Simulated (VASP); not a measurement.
**Ag: single point with BLYP**

Crystal: Ag.

```xyz
1
Lattice="0.0000 2.0427 2.0427 2.0427 0.0000 2.0427 2.0427 2.0427 0.0000" Properties=species:S:1:pos:R:3 pbc="T T T"
Ag    0.0000    0.0000    0.0000
```

```json
{
  "Program": "VASP 6.6.1",
  "Task": "single point",
  "Functional": "BLYP",
  "Potentials or basis": "VASP PAW PBE potentials, release 64 (Ag)",
  "Cutoff": "520 eV",
  "k mesh": "6 × 6 × 6",
  "Occupations": "fermi-dirac, width 0.05 eV",
  "Spin": "no spin polarisation"
}
```

The pressure is 13.1 GPa.

Levels at points of the mesh, in eV from the Fermi level:
```tsv
k point	band 3	band 4	band 5	band 6	band 7	band 8	band 9	band 10
(0.00, 0.00, 0.00)	-4.75	-4.75	-3.72	-3.72	16.45	19.79	19.79	19.79
(0.50, 0.00, 0.00)	-4.77	-2.91	-2.91	-0.09	3.69	15.72	17.91	17.91
(0.50, 0.50, 0.00)	-2.94	-2.70	-2.70	1.85	6.87	10.80	10.80	17.60
```

Run time: 7.5 s on 1 thread of Intel(R) Xeon(R) Platinum 8488C (Sapphire Rapids), on a shared host, peak memory 0.13 GiB.

Caveat: the k points lie up to 0.44 Å⁻¹ apart; the PAW data sets were made with another functional, which shifts forces and pressure a little.
